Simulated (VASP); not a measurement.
A run of VASP 6.6.1 is set up as follows.

File INCAR:

```
PREC = Accurate
ENCUT = 520
EDIFF = 1E-6
ISMEAR = 0
SIGMA = 0.02
LREAL = Auto
LASPH = True
NELM = 60
ALGO = Normal
ISIF = 2
LWAVE = False
LCHARG = False
GGA = PE
IVDW = 12
NBANDS = 53
```

KPOINTS

```
Automatic mesh
0
Gamma
  2 2 2
```

The input POSCAR:

```
Si16Ge
1.0
    0.0000000000      5.4300000000      5.4300000000
    5.4300000000      0.0000000000      5.4300000000
    5.4300000000      5.4300000000      0.0000000000
Si Ge
16 1
Direct
    0.0007208103     -0.0015795580      0.0005596685
    0.1194613260      0.1310322284      0.1199149171
   -0.0119173112      0.0031812155      0.5020782689
    0.1217698895      0.1286730203      0.6282737569
    0.0001290055      0.5017142726      0.0012906998
    0.1247715470      0.6257004604      0.1253413444
    0.0008223757      0.5009542357      0.4980566298
    0.1197929098      0.6205770718      0.6303883057
    0.5016260589      0.0081144567     -0.0116291897
    0.6297828729      0.1307106814      0.1202197053
    0.5071464088      0.0023771639      0.5028226519
    0.6248840700      0.1254982505      0.6251601289
    0.4974671271      0.5016341621      0.0013767035
    0.6278796501      0.6226032228      0.1222586556
    0.5023979742      0.4887116022      0.5077686924
    0.6301134438      0.6202298343      0.6306793738
    0.3749058011      0.8754610497      0.3751223757
```

Potentials or basis: VASP PAW PBE potentials, release 64 (Si, Ge_d).

Launch:

```sh
$ cat potpaw_PBE.64/Si/POTCAR potpaw_PBE.64/Ge_d/POTCAR > POTCAR
$ mpirun -np 1 vasp_std > vasp.out
```

(1) Estimate the band gap on the k mesh.

(2) Estimate the dispersion energy per atom.

(3) What does it give for the largest force?

Answers

(1) zero (band 39 reaches 7.00 eV, above the bottom of band 40 at 6.67 eV).

(2) -0.333 eV.

(3) 0.008 eV/Å.

Caveat: the k points lie up to 0.50 Å⁻¹ apart.
